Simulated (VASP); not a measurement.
Runs of VASP 6.6.1 on Ni3Ge. Symmetry: Pm-3m, No. 221, cubic system. The conventional cell has a = 3.530 Å, b = 3.530 Å, c = 3.530 Å, α = 90.00°, β = 90.00°, γ = 90.00°. Within 3.3 Å of Ni (site symmetry 4/mmm) lie 8 Ni at 2.50 Å and 4 Ge at 2.50 Å. Within 3.3 Å of Ge (site symmetry m-3m) lie 12 Ni at 2.50 Å. 

```tsv
spin	fixed moment (μB)	pressure (GPa)	moment (μB)
collinear, ferromagnetic start	5.4	19.9	5.40
collinear, ferromagnetic start	3.2	2.3	3.20
collinear, ferromagnetic start	1.1	(b)	1.10
collinear, ferromagnetic start	2.2	-2.4	2.20
collinear, zero start	0.0	(a)	0.00
collinear, ferromagnetic start	4.3	10.1	4.30
```

Alike in all rows: task single point; level LDA; potentials or basis VASP PAW LDA potentials, release 64 (Ni, Ge_d); cell as given; k mesh 6 × 6 × 6; cutoff (eV) 520; smearing fermi-dirac 0.1 eV.

Problem. Fill in the values left out.

Solution. (a) -7.1; (b) -5.7.

Caveats: the total moment is fixed, so each spin has its own Fermi level.
